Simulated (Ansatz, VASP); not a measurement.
## Ge: VASP beside Ansatz

INCAR

```
SYSTEM = Ge
PREC = Accurate
ENCUT = 520
EDIFF = 1E-6
ISMEAR = -1
SIGMA = 0.1
LREAL = .False.
LASPH = .True.
NELM = 60
ALGO = Normal
ISIF = 2
LWAVE = .False.
LCHARG = .False.
GGA = RE
NBANDS = 13
```

File KPOINTS:

```
regular mesh
0
Gamma
  15 15 15
  0 0 0
```

POSCAR

```
Ge
1.0
   -1.7453297400      1.7453297400      1.7453297400
    1.7453297400     -1.7453297400      1.7453297400
    1.7453297400      1.7453297400     -1.7453297400
Ge
1
Direct
    0.0000000000      0.0000000000      0.0000000000
```

Input for Ansatz:

```yaml
crystal:
  lattice:
    - [-1.74532974, 1.74532974, 1.74532974]
    - [1.74532974, -1.74532974, 1.74532974]
    - [1.74532974, 1.74532974, -1.74532974]
  atoms:
    - { symbol: Ge, position: [0.0, 0.0, 0.0] }
hamiltonian:
  xc: revpbe
  pseudopotentials:
    kind: paw
    azcp:
      Ge: "pseudopotentials/Ge.paw.azcp"
basis:
  ecutwfc: 420
  fft_grid_basis: typed
kpoints:
  mp_grid: { grid: [15, 15, 15], shift: [0, 0, 0] }
magnetization:
  spin_polarized: false
scf:
  occupations: { method: fermi_dirac, width: 0.1 }
  lower_state_search: "off"
output:
  stress: true
```

Alike in both runs: task single point; functional revPBE; k mesh 15 × 15 × 15; occupations fermi-dirac, width 0.1 eV; no spin polarisation.

|  | VASP | Ansatz |
| --- | --- | --- |
| version | VASP 6.6.1 | Ansatz 0.2.0 |
| potentials or method | VASP PAW PBE potentials, release 64 (Ge_d), cutoff 520 eV | plane waves (420 eV) with PAW, scalar-relativistic |
| valence electrons in the cell | 14 | 14 |

|  | VASP | Ansatz | Ansatz less VASP |
| --- | --- | --- | --- |
| pressure (GPa) | -4.2 | -4.1 | +0.09 |

VASP's potentials were made for PBE, not for revPBE. With one functional, cell and mesh, what is left measures potentials, basis and numerics.
